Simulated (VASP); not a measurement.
Set up this calculation in VASP 6.6.1, as the native input.

```
Task                   : single point
Functional             : LDA
Potentials or basis    : VASP PAW LDA potentials, release 64 (Ti_sv, O)
Cutoff                 : 520 eV
k mesh                 : 7 × 7 × 4
Occupations            : methfessel-paxton, width 0.1 eV
Spin                   : no spin polarisation
Dipole correction      : no
Further INCAR settings : ALGO = Normal; EDIFF = 1e-06; NBANDS = 22
```

The structure of Ti2O lies in POSCAR:

```
Ti2O
1.0
    2.9194000000      0.0000000000      0.0000000000
   -1.4597000000      2.5282750000      0.0000000000
    0.0000000000      0.0000000000      4.7130000000
Ti O
2 1
Direct
    0.6648050160      0.3317278142      0.2802311942
    0.3224180190      0.6776859912      0.7159269756
   -0.0048135909     -0.0030913887      0.0077364192
```

These files were run (other wordings do the same):

INCAR

```
  PREC = Accurate
  ENCUT = 520
  EDIFF = 1E-6
  ISMEAR = 1
  SIGMA = 0.1
  LREAL = False
  LASPH = True
  NELM = 80
  ALGO = Normal
  ISIF = 2
  LWAVE = False
  LCHARG = True
  LELF = True
  LVHAR = True
  NBANDS = 22
```

KPOINTS

```
regular mesh
0
Gamma
  7 7 4
```

Potentials or basis: VASP PAW LDA potentials, release 64 (Ti_sv, O).

Command:

```bash
$ cat potpaw_LDA.64/Ti_sv/POTCAR potpaw_LDA.64/O/POTCAR > POTCAR
$ mpirun -np 1 vasp_std > vasp.out
```

It gave:

The pressure is -0.8 GPa. The largest force is 2.028 eV/Å and the band gap on the k mesh is zero (bands 15 and 16 overlap by 0.54 eV).

Caveat: forces of over 1 eV/Å act on the atoms, so gaps and moduli don't describe the material at rest.

Run time: 110 s on 1 thread of Intel Xeon 8259CL, on a shared host, peak memory 0.19 GiB.
